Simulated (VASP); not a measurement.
Here is a VASP 6.6.1 calculation.

INCAR

```
PREC     = Accurate       # precision mode
ENCUT    = 520            # plane-wave cutoff, eV
EDIFF    = 1E-6           # SCF threshold, eV
ISMEAR   = 0              # smearing method
SIGMA    = 0.1            # smearing width, eV
LREAL    = F              # projectors in reciprocal space
LASPH    = T              # aspherical terms in the spheres
NELM     = 100            # most SCF steps
ALGO     = Normal         # electronic algorithm
ISIF     = 2              # what is computed and relaxed
LWAVE    = F              # write WAVECAR
LCHARG   = F              # write CHGCAR
GGA      = PE             # functional
NBANDS   = 12             # bands
```

The input KPOINTS:

```
regular mesh
0
Gamma
  18 18 18
```

The input POSCAR:

```
Ga
1.0
   -1.6867415123      1.6867415123      1.6867415123
    1.6867415123     -1.6867415123      1.6867415123
    1.6867415123      1.6867415123     -1.6867415123
Ga
1
Direct
    0.0000000000      0.0000000000      0.0000000000
```

Potentials or basis: VASP PAW PBE potentials, release 64 (Ga_d).

Command:

```console
$ cat potpaw_PBE.64/Ga_d/POTCAR > POTCAR
$ mpirun -np 1 vasp_std > vasp.out
```

Q: Predict the pressure.

A: 0.0 GPa.

Q: Estimate the band gap on the k mesh.

A: Zero (an odd number of electrons rules out a gap without spin polarisation).
